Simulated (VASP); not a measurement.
# CoSi2 (Fm-3m) in VASP: further runs

Runs on CoSi2. Level: PBE. Tasks: single point, relaxation of cell and atoms.

Program: VASP 6.6.1. These are calculated values, not measurements. Logs are shortened: lines on timing, memory, paths and dates and some standing lists are left out, and cuts for length are marked.

### 1 The cell of the first run

It takes space group Fm-3m (No. 225, cubic). Conventional cell: a = 5.365 Å, b = 5.365 Å, c = 5.365 Å, α = 90.00°, β = 90.00°, γ = 90.00°. Within 3.1 Å of Co (site symmetry m-3m) lie 8 Si at 2.32 Å. Within 3.1 Å of Si (site symmetry -43m) lie 4 Co at 2.32 Å and 6 Si at 2.68 Å.

### 2 Single point, PBE, collinear spin, ferromagnetic start

Contents of INCAR:

```
  PREC = Accurate
  ENCUT = 520
  EDIFF = 1E-7
  ISMEAR = 0
  SIGMA = 0.1
  LREAL = False
  LASPH = True
  NELM = 150
  ALGO = Normal
  ISIF = 2
  LWAVE = False
  LCHARG = False
  ISPIN = 2
  MAGMOM = 3 0 0
  LORBIT = 11
  LMAXMIX = 4
  GGA = PE
  NBANDS = 20
```

Contents of KPOINTS:

```
regular mesh
0
Gamma
  6 6 6
```

Contents of POSCAR:

```
CoSi2
1.0
    0.0000000000      2.6824998900      2.6824998900
    2.6824998900      0.0000000000      2.6824998900
    2.6824998900      2.6824998900      0.0000000000
Co Si
1 2
Direct
    0.0000000000      0.0000000000      0.0000000000
    0.2500000000      0.2500000000      0.2500000000
    0.7500000000      0.7500000000      0.7500000000
```

Potentials or basis: VASP PAW PBE potentials, release 64 (Co, Si).

Run with:

```console
> cat potpaw_PBE.64/Co/POTCAR potpaw_PBE.64/Si/POTCAR > POTCAR
> mpirun -np 1 vasp_std > vasp.out
```

OUTCAR:

```text
PREC = Accurate
   ENCUT = 520
   EDIFF = 1E-7
   ISMEAR = 0
   LREAL = False
   LASPH = True
   NELM = 150
   ISIF = 2
   ISPIN = 2
   LORBIT = 11
   GGA = PE

 ion  position               nearest neighbor table
   1  0.000  0.000  0.000-   2 2.32   3 2.32   3 2.32   3 2.32   3 2.32   2 2.32   2 2.32   2 2.32

   2  0.250  0.250  0.250-   1 2.32   1 2.32   1 2.32   1 2.32   3 2.68   3 2.68   3 2.68   3 2.68
                             3 2.68   3 2.68
   3  0.750  0.750  0.750-   1 2.32   1 2.32   1 2.32   1 2.32   2 2.68   2 2.68   2 2.68   2 2.68
                             2 2.68   2 2.68

  LATTYP: Found a face centered cubic cell.
 ALAT       =     5.3649997800

  Lattice vectors:

 A1 = (   0.0000000000,   2.6824998900,   2.6824998900)
 A2 = (   2.6824998900,   0.0000000000,   2.6824998900)
 A3 = (   2.6824998900,   2.6824998900,   0.0000000000)

Analysis of symmetry for initial positions (statically):
=====================================================================
 Subroutine PRICEL returns:
 Original cell was already a primitive cell.

 Routine SETGRP: Setting up the symmetry group for a
 face centered cubic supercell.

 Subroutine GETGRP returns: Found 48 space group operations
 (whereof 48 operations were pure point group operations)
 out of a pool of 48 trial point group operations.

The static configuration has the point symmetry O_h .

Analysis of symmetry for dynamics (positions and initial velocities):
=====================================================================
 Subroutine PRICEL returns:
 Original cell was already a primitive cell.

 Routine SETGRP: Setting up the symmetry group for a
 face centered cubic supercell.

 Subroutine GETGRP returns: Found 48 space group operations
 (whereof 48 operations were pure point group operations)
 out of a pool of 48 trial point group operations.

The dynamic configuration has the point symmetry O_h .

Analysis of structural, dynamic, and magnetic symmetry:
=====================================================================
 Subroutine PRICEL returns:
 Original cell was already a primitive cell.

 Routine SETGRP: Setting up the symmetry group for a
 face centered cubic supercell.

 Subroutine GETGRP returns: Found 48 space group operations
 (whereof 48 operations were pure point group operations)
 out of a pool of 48 trial point group operations.

The overall configuration has the point symmetry O_h .

 Subroutine INISYM returns: Found 48 space group operations
[... 114 lines left out ...]
   LORBIT       =     11    0 simple, 1 ext, 2 COOP (PROOUT), +10 PAW based schemes
   GGA     = PE    functional components
   LHFCALC =     F    Hartree Fock is set to
   AEXX    =    0.0000 exact exchange contribution
   IVDW    =     0    specifies the selected vdW correction
   LEPSILON=     F    determine dielectric tensor
   LRPA    =     F    only Hartree local field effects (RPA)
 spin polarized calculation
 Gauss-broadening in eV      SIGMA  =   0.10
  energy-cutoff  :      520.00
  volume of cell :       38.61
 maximum number of plane-waves:      1056
   NGX = 15   NGY = 15   NGZ = 15

 number of electron      16.9999994 magnetization      -0.0000852

 number of electron      16.9999994 magnetization       0.0000147

 Free energy of the ion-electron system (eV)
  ---------------------------------------------------
  ext. energy  EPLUGINS =         0.00000000
  ---------------------------------------------------
  free energy    TOTEN  =       -19.28986580 eV

  energy without entropy =      -19.28106445  energy(sigma->0) =      -19.28546512

 E-fermi :  10.1531     XC(G=0): -11.7233

 val. band max:        9.7931920481   @ k =  -0.1667   0.1667   0.0000
 cond. band min:      10.1665703006   @ k =  -0.3333   0.1667   0.0000
 fundamental gap:      0.3733782526
 Fermi energy:        10.1531174825

 spin component 1

 k-point     1 :       0.0000    0.0000    0.0000
  band No.  band energies     occupation
      1      -3.0610      1.00000
      2       5.9726      1.00000
      3       5.9726      1.00000
      4       5.9726      1.00000
      5       8.1391      1.00000
      6       8.1391      1.00000
[... 344 lines left out ...]
      6       7.9731      1.00000
[... 12 lines left out ...]
     19      24.7776      0.00000
     20      26.9155      0.00000
 Fermi energy:        10.1531174825

 spin component 2

 k-point     1 :       0.0000    0.0000    0.0000
  band No.  band energies     occupation
      1      -3.0610      1.00000
      2       5.9727      1.00000
      3       5.9727      1.00000
      4       5.9727      1.00000
      5       8.1391      1.00000
      6       8.1391      1.00000
[... 357 lines left out ...]
     19      24.7776      0.00000
     20      26.9155      0.00000

------------------------ aborting loop because EDIFF is reached ----------------------------------------

  FORCE on cell =-STRESS in cart. coord.  units (eV):
  Direction    XX          YY          ZZ          XY          YZ          ZX
  --------------------------------------------------------------------------------------
  -------------------------------------------------------------------------------------
  Total       -0.1486786     -0.1486786     -0.1486786     -0.0000000      0.0000000      0.0000000
  in kB       -6.1703499     -6.1703499     -6.1703499     -0.0000000      0.0000000      0.0000000
  external PRESSURE =      -6.1703499 kB  Pullay stress =       0.0000000 kB

 VOLUME and BASIS-vectors are now :
 -----------------------------------------------------------------------------
  energy-cutoff  :      520.00
  volume of cell :       38.61
      direct lattice vectors                 reciprocal lattice vectors
     0.000000000  2.682499890  2.682499890    -0.186393297  0.186393297  0.186393297
     2.682499890  0.000000000  2.682499890     0.186393297 -0.186393297  0.186393297
     2.682499890  2.682499890  0.000000000     0.186393297  0.186393297 -0.186393297

 POSITION                                       TOTAL-FORCE (eV/Angst)
 -----------------------------------------------------------------------------------
      0.00000      0.00000      0.00000         0.000000      0.000000     -0.000000
      1.34125      1.34125      1.34125         0.000000      0.000000      0.000000
      4.02375      4.02375      4.02375        -0.000000     -0.000000     -0.000000
 -----------------------------------------------------------------------------------
    total drift:                               -0.000000     -0.000000      0.000000

  FREE ENERGIE OF THE ION-ELECTRON SYSTEM (eV)
  ---------------------------------------------------
  free  energy   TOTEN  =       -19.2898657973 eV

  energy  without entropy=      -19.2810644500  energy(sigma->0) =      -19.28546512

 total charge

# of ion       s       p       d       tot
------------------------------------------
    1        0.536   0.713   7.592   8.841
    2        0.718   0.870   0.000   1.587
    3        0.718   0.870   0.000   1.587
--------------------------------------------------
tot          1.971   2.453   7.592  12.016

 magnetization (x)

# of ion       s       p       d       tot
------------------------------------------
    1       -0.000  -0.000   0.000   0.000
    2        0.000  -0.000   0.000   0.000
    3        0.000  -0.000   0.000   0.000
--------------------------------------------------
tot          0.000  -0.000   0.000   0.000
```

OSZICAR:

```text
N       E                     dE             d eps       ncg     rms          rms(c)
DAV:   1     0.705578883285E+02    0.70558E+02   -0.68506E+03  1288   0.839E+02
DAV:   2    -0.151265455882E+02   -0.85684E+02   -0.75426E+02  1384   0.188E+02
DAV:   3    -0.198514448264E+02   -0.47249E+01   -0.45777E+01  1564   0.466E+01
DAV:   4    -0.199268887373E+02   -0.75444E-01   -0.75293E-01  1500   0.528E+00
DAV:   5    -0.199289158075E+02   -0.20271E-02   -0.20269E-02  1612   0.938E-01    0.184E+01
DAV:   6    -0.254671302451E+02   -0.55382E+01   -0.17778E+01  1412   0.874E+01    0.203E+01
DAV:   7    -0.193040629948E+02    0.61631E+01   -0.93977E+00  1544   0.689E+01    0.345E+00
DAV:   8    -0.193200096255E+02   -0.15947E-01   -0.59428E-01  1548   0.469E+00    0.215E+00
DAV:   9    -0.192902922983E+02    0.29717E-01   -0.55898E-02  1612   0.324E+00    0.102E+00
DAV:  10    -0.192897657062E+02    0.52659E-03   -0.35645E-03  1628   0.549E-01    0.349E-01
DAV:  11    -0.192897395561E+02    0.26150E-04   -0.96456E-04  1564   0.420E-01    0.128E-01
DAV:  12    -0.192898557082E+02   -0.11615E-03   -0.24821E-04  1424   0.134E-01    0.562E-02
DAV:  13    -0.192898645994E+02   -0.88911E-05   -0.28534E-05  1556   0.369E-02    0.151E-02
DAV:  14    -0.192898656257E+02   -0.10263E-05   -0.18960E-06  1516   0.110E-02    0.689E-03
DAV:  15    -0.192898660339E+02   -0.40815E-06   -0.75164E-07  1460   0.601E-03    0.548E-03
DAV:  16    -0.192898657947E+02    0.23915E-06   -0.24813E-07  1444   0.406E-03    0.105E-03
DAV:  17    -0.192898657973E+02   -0.26052E-08   -0.41401E-08  1096   0.165E-03
   1 F= -.19289866E+02 E0= -.19285465E+02  d E =-.880135E-02  mag=     0.0000
```

It took 40 s on 1 thread of Intel Xeon 8259CL, shared host; peak memory 0.18 GiB.

What came out:

| Item | Value |
| --- | --- |
| Free energy | -19.2899 eV |
| Pressure | -0.6 GPa |
| Net moment | 0.00 μB per cell |
| Valence electrons inside the program's atomic spheres | Co 8.84; Si 1.59 |

Caveat: the moments typed at the start vanished in this run.

(Part 1 of 3 ends here.)
